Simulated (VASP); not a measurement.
# Ta (Im-3m) in VASP: elastic constants with LDA

Aim: the elastic constants of Ta with LDA.

Everything below comes from runs of VASP 6.6.1. Logs are shortened: lines on timing, memory, paths and dates and some standing lists are left out, and cuts for length are marked.

## 1. The cell of the first run

It takes space group Im-3m (No. 229, cubic). Conventional cell: a = 3.255 Å, b = 3.255 Å, c = 3.255 Å, α = 90.00°, β = 90.00°, γ = 90.00°. Within 3.7 Å of Ta (site symmetry m-3m) lie 14 Ta at 2.82 to 3.26 Å.

## 2. Elastic constants, LDA

Contents of INCAR:

```
SYSTEM = Ta
PREC = Accurate
ENCUT = 600
EDIFF = 1E-8
ISMEAR = -1
SIGMA = 0.15
LREAL = .False.
LASPH = .True.
NELM = 100
ALGO = Normal
ISIF = 3
LWAVE = .False.
LCHARG = .False.
GGA = CA
NBANDS = 12
IBRION = 6
NFREE = 2
POTIM = 0.015
NSW = 1
```

Contents of KPOINTS:

```
Automatic mesh
0
Gamma
  18 18 18
  0 0 0
```

Contents of POSCAR:

```
Ta
1.0
   -1.6275257583      1.6275257583      1.6275257583
    1.6275257583     -1.6275257583      1.6275257583
    1.6275257583      1.6275257583     -1.6275257583
Ta
1
Direct
    0.0000000000      0.0000000000      0.0000000000
```

Potentials or basis: VASP PAW LDA potentials, release 64 (Ta_pv).

Command:

```console
cat potpaw_LDA.64/Ta_pv/POTCAR > POTCAR
mpirun -np 1 vasp_std > vasp.out
```

OUTCAR:

```text
SYSTEM = Ta
   PREC = Accurate
   ENCUT = 600
   EDIFF = 1E-8
   ISMEAR = -1
   LREAL = .False.
   LASPH = .True.
   NELM = 100
   ISIF = 3
   GGA = CA
   IBRION = 6
   NFREE = 2
   POTIM = 0.015
   NSW = 1

 ion  position               nearest neighbor table
   1  0.000  0.000  0.000-

  LATTYP: Found a body centered cubic cell.
 ALAT       =     3.2550515166

  Lattice vectors:

 A1 = (  -1.6275257583,   1.6275257583,   1.6275257583)
 A2 = (   1.6275257583,  -1.6275257583,   1.6275257583)
 A3 = (   1.6275257583,   1.6275257583,  -1.6275257583)

Analysis of symmetry for initial positions (statically):
=====================================================================
 Subroutine PRICEL returns:
 Original cell was already a primitive cell.

 Routine SETGRP: Setting up the symmetry group for a
 body centered cubic supercell.

 Subroutine GETGRP returns: Found 48 space group operations
 (whereof 48 operations were pure point group operations)
 out of a pool of 48 trial point group operations.

The static configuration has the point symmetry O_h .

Analysis of symmetry for dynamics (positions and initial velocities):
=====================================================================
 Subroutine PRICEL returns:
 Original cell was already a primitive cell.

 Routine SETGRP: Setting up the symmetry group for a
 body centered cubic supercell.

 Subroutine GETGRP returns: Found 48 space group operations
 (whereof 48 operations were pure point group operations)
 out of a pool of 48 trial point group operations.

The dynamic configuration has the point symmetry O_h .

 Subroutine INISYM returns: Found 48 space group operations
 (whereof 48 operations are pure point group operations),
 and found     1 'primitive' translations

----------------------------------------------------------------------------------------

[... 341 lines left out ...]
      8       9.8517      0.00000
      9       9.8517      0.00000
     10      19.6114      0.00000
     11      21.0435      0.00000
     12      21.0435      0.00000
[... 331 lines left out ...]
 k-point    24 :       0.3889    0.1111   -0.0000
  band No.  band energies     occupation
      1     -28.2489      2.00000
      2     -27.4364      2.00000
      3     -27.0265      2.00000
      4       1.6272      2.00000
      5       4.1908      1.99996
      6       6.6506      0.00680
      7       9.6251      0.00000
      8      10.9976      0.00000
      9      14.0696      0.00000
     10      17.8842      0.00000
     11      19.1460      0.00000
     12      19.6291      0.00000

 [... further k-points ...]

------------------------ aborting loop because EDIFF is reached ----------------------------------------

  FORCE on cell =-STRESS in cart. coord.  units (eV):
  Direction    XX          YY          ZZ          XY          YZ          ZX
  --------------------------------------------------------------------------------------
  -------------------------------------------------------------------------------------
  Total        0.0948592      0.0948592      0.0948592      0.0000000      0.0000000      0.0000000
  in kB        8.8134613      8.8134613      8.8134613      0.0000000      0.0000000      0.0000000
  external PRESSURE =       8.8134613 kB  Pullay stress =       0.0000000 kB
[... 16 lines left out ...]
  FREE ENERGIE OF THE ION-ELECTRON SYSTEM (eV)
  ---------------------------------------------------
  free  energy   TOTEN  =       -12.8750865332 eV

  energy  without entropy=      -12.7851386512  energy(sigma->0) =      -12.83011259

 INTERNAL STRAIN TENSORS FROM STRAINED CELLS
 ============================================

 INTERNAL STRAIN TENSOR FOR ION    1 for displacements in x,y,z  (eV/Angst):
          X           Y           Z          XY          YZ          ZX
  --------------------------------------------------------------------------------
  x     0.00000     0.00000    -0.00000    -0.00000     0.00000    -0.00000
  y     0.00000    -0.00000    -0.00000     0.00000     0.00000    -0.00000
  z    -0.00000    -0.00000     0.00000    -0.00000     0.00000    -0.00000

 INTERNAL STRAIN TENSORS FROM DISPLACED ATOMS
 ============================================

 INTERNAL STRAIN TENSOR FOR ION    1 for displacements in x,y,z  (eV/Angst):
          X           Y           Z          XY          YZ          ZX
  --------------------------------------------------------------------------------
  x     0.00000     0.00000     0.00000     0.00000     0.00000     0.00000
  y     0.00000     0.00000     0.00000     0.00000     0.00000     0.00000
  z     0.00000     0.00000     0.00000     0.00000     0.00000     0.00000

 Eigenvectors and eigenvalues of the dynamical matrix
 ----------------------------------------------------

   1 f  =    0.000000 THz     0.000000 2PiTHz    0.000000 cm-1     0.000000 meV
             X         Y         Z           dx          dy          dz
      0.000000  0.000000  0.000000     0.991778   -0.127971    0.000000

   2 f  =    0.000000 THz     0.000000 2PiTHz    0.000000 cm-1     0.000000 meV
             X         Y         Z           dx          dy          dz
      0.000000  0.000000  0.000000    -0.127971   -0.991778    0.000000

   3 f  =    0.000000 THz     0.000000 2PiTHz    0.000000 cm-1     0.000000 meV
             X         Y         Z           dx          dy          dz
      0.000000  0.000000  0.000000     0.000000    0.000000    1.000000

--------------------------------------------------------------------------------------------------------

 ELASTIC MODULI CONTR FROM IONIC RELAXATION (kBar)
 Direction    XX          YY          ZZ          XY          YZ          ZX
 --------------------------------------------------------------------------------
 XX           0.0000      0.0000      0.0000      0.0000      0.0000      0.0000
 YY           0.0000      0.0000      0.0000      0.0000      0.0000      0.0000
 ZZ           0.0000      0.0000      0.0000      0.0000      0.0000      0.0000
 XY           0.0000      0.0000      0.0000      0.0000      0.0000      0.0000
 YZ           0.0000      0.0000      0.0000      0.0000      0.0000      0.0000
 ZX           0.0000      0.0000      0.0000      0.0000      0.0000      0.0000
 --------------------------------------------------------------------------------

 TOTAL ELASTIC MODULI (kBar)
 Direction    XX          YY          ZZ          XY          YZ          ZX
 --------------------------------------------------------------------------------
 XX        3039.6622   1767.5871   1767.5871     -0.0000     -0.0000     -0.0000
 YY        1767.5871   3039.6622   1767.5871     -0.0000     -0.0000      0.0000
 ZZ        1767.5871   1767.5871   3039.6622     -0.0000     -0.0000     -0.0000
 XY          -0.0000     -0.0000     -0.0000    684.3999     -0.0000     -0.0000
 YZ          -0.0000     -0.0000     -0.0000     -0.0000    684.3999     -0.0000
 ZX          -0.0000      0.0000     -0.0000     -0.0000     -0.0000    684.3999
 --------------------------------------------------------------------------------
```

OSZICAR:

```text
N       E                     dE             d eps       ncg     rms          rms(c)
DAV:   1     0.644415704198E+02    0.64442E+02   -0.65500E+03  4696   0.980E+02
DAV:   2    -0.122235184746E+02   -0.76665E+02   -0.74612E+02  5312   0.262E+02
DAV:   3    -0.133340656336E+02   -0.11105E+01   -0.10990E+01  5560   0.288E+01
[... 153 lines left out ...]
DAV:   3    -0.128750783509E+02    0.37791E-03   -0.10383E-03  5276   0.320E-01    0.756E-03
DAV:   4    -0.128750851943E+02   -0.68434E-05   -0.76380E-05  4888   0.843E-02    0.382E-03
DAV:   5    -0.128750862186E+02   -0.10243E-05   -0.96236E-07  5308   0.952E-03    0.973E-04
DAV:   6    -0.128750864964E+02   -0.27772E-06   -0.55713E-08  5052   0.233E-03    0.765E-05
DAV:   7    -0.128750865341E+02   -0.37744E-07   -0.13327E-09  2780   0.351E-04    0.149E-05
DAV:   8    -0.128750865332E+02    0.89335E-09   -0.95927E-11  2428   0.104E-04
  15 F= -.12875087E+02 E0= -.12830113E+02  d E =-.899479E-01
```

stdout:

```text
POSCAR found type information on POSCAR Ta
 POSCAR found :  1 types and       1 ions
 scaLAPACK will be used
 LDA part: xc-table for (Slater(with rela. corr.)+CA(PZ))
 , standard interpolation
 POSCAR, INCAR and KPOINTS ok, starting setup
 FFT: planning ... GRIDC
 FFT: planning ... GRID_SOFT
 FFT: planning ... GRID
 WAVECAR not read
 entering main loop
 Found     1 degrees of freedom:
 Adding 6 more for cell shape distortion
 Finite differences POTIM= 0.01500 DOF=   7
 bond charge predicted
 Finite differences progress:
 bond charge predicted
 Finite differences progress:
 bond charge predicted
 Finite differences progress:
 bond charge predicted
 Finite differences progress:
 bond charge predicted
 Finite differences progress:
 bond charge predicted
 Finite differences progress:
 bond charge predicted
 Finite differences progress:
 bond charge predicted
 Finite differences progress:
 bond charge predicted
 Finite differences progress:
 bond charge predicted
 Finite differences progress:
 bond charge predicted
 Finite differences progress:
 bond charge predicted
 Finite differences progress:
 bond charge predicted
 Finite differences progress:
 bond charge predicted
 Finite differences progress:
```

It took 31 min on 1 thread of Intel Xeon 8259CL, shared host; peak memory 0.72 GiB.

Results:

```yaml
Elastic_constants_C11_C12_C44: 304, 177, 68 GPa
Voigt_bulk_modulus: 219 GPa
```

Elastic tensor in Voigt notation (GPa, in the Cartesian axes of the cell as first typed):
```
304 177 177   0   0   0
177 304 177   0   0   0
177 177 304   0   0   0
  0   0   0  68   0   0
  0   0   0   0  68   0
  0   0   0   0   0  68
```

Clamped-ion elastic tensor (GPa):
```
304 177 177   0   0   0
177 304 177   0   0   0
177 177 304   0   0   0
  0   0   0  68   0   0
  0   0   0   0  68   0
  0   0   0   0   0  68
```

Caveat: spin-orbit coupling is left out, which moves the levels of the heavy elements.
